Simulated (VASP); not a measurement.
Here is a VASP 6.6.1 calculation.

INCAR

```
PREC = Accurate
ENCUT = 520
EDIFF = 1E-8
ISMEAR = -1
SIGMA = 0.01
LREAL = False
LASPH = True
NELM = 100
ALGO = Normal
ISIF = 2
LWAVE = False
LCHARG = False
GGA = CA
LEFG = True
NBANDS = 17
```

KPOINTS

```
regular mesh
0
Gamma
  7 7 7
```

File POSCAR:

```
PbS
1.0
    0.0000000000      3.0231520185      3.0231520185
    3.0231520185      0.0000000000      3.0231520185
    3.0231520185      3.0231520185      0.0000000000
Pb S
1 1
Direct
    0.0000000000      0.0000000000      0.0000000000
    0.5000000000      0.5000000000      0.5000000000
```

Potentials or basis: VASP PAW LDA potentials, release 64 (Pb_d, S).

Launch:

```bash
$ cat potpaw_LDA.64/Pb_d/POTCAR potpaw_LDA.64/S/POTCAR > POTCAR
$ mpirun -np 1 vasp_std > vasp.out
```

Q: What does it give for the pressure?

A: -5.3 GPa.

Caveat: without QUAD_EFG the Cq values of the log hold for a quadrupole moment of 1 mb, not for the nuclei.
